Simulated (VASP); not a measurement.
Crystal: Ni3O.

```
CELL_PARAMETERS angstrom
4.23819 0.00000 0.00000
0.00000 4.23819 0.00000
0.00000 0.00000 4.23819
ATOMIC_POSITIONS crystal
Ni 0.00000 0.50000 0.25000
Ni 0.00000 0.50000 0.75000
Ni 0.25000 0.00000 0.50000
Ni 0.75000 0.00000 0.50000
Ni 0.50000 0.75000 0.00000
Ni 0.50000 0.25000 0.00000
O 0.00000 0.00000 0.00000
O 0.50000 0.50000 0.50000
```

| Property | Result |
| --- | --- |
| Program | VASP 6.6.1 |
| Task | relaxation of cell and atoms |
| Functional | PBE |
| Potentials or basis | VASP PAW PBE potentials, release 64 (Ni, O) |
| Cutoff | 600 eV |
| k mesh | 4 × 4 × 4 |
| Occupations | gaussian, width 0.1 eV |
| Spin | collinear spin, ferromagnetic start |
| Starting moments | [0.97, 0.97, 0.97, 0.97, 0.97, 0.97, 0.24, 0.24] μB |

At the start: pressure 25.0 GPa; volume 9.52 Å³/atom.

Problem. How do energy, volume and symmetry change on relaxing?

Solution. Over 3 steps the energy falls by 85.0 meV/atom and the volume is 10.74 Å³/atom (+12.9 %); space group Pm-3n (No. 223, to 0.1 Å) before and after; moment 5.90 μB per cell.

The path:
```
step  energy change (eV)  largest force (eV/Å)  pressure (GPa)  volume (Å³)
   1              0.0000                0.0000           24.96        76.13
   2             -0.3832                0.0000          -11.25        93.66
   3             -0.6803                0.0000           -0.09        85.91
```

Final structure:
```
Ni O
1.0
     4.41255    0.00000    0.00000
     0.00000    4.41255    0.00000
     0.00000    0.00000    4.41255
Ni O
6 2
Direct
  0.00000 0.50000 0.25000
  0.00000 0.50000 0.75000
  0.25000 0.00000 0.50000
  0.75000 0.00000 0.50000
  0.50000 0.75000 0.00000
  0.50000 0.25000 0.00000
  0.00000 0.00000 0.00000
  0.50000 0.50000 0.50000
```

Caveat: the k points lie up to 0.36 Å⁻¹ apart in the final cell.
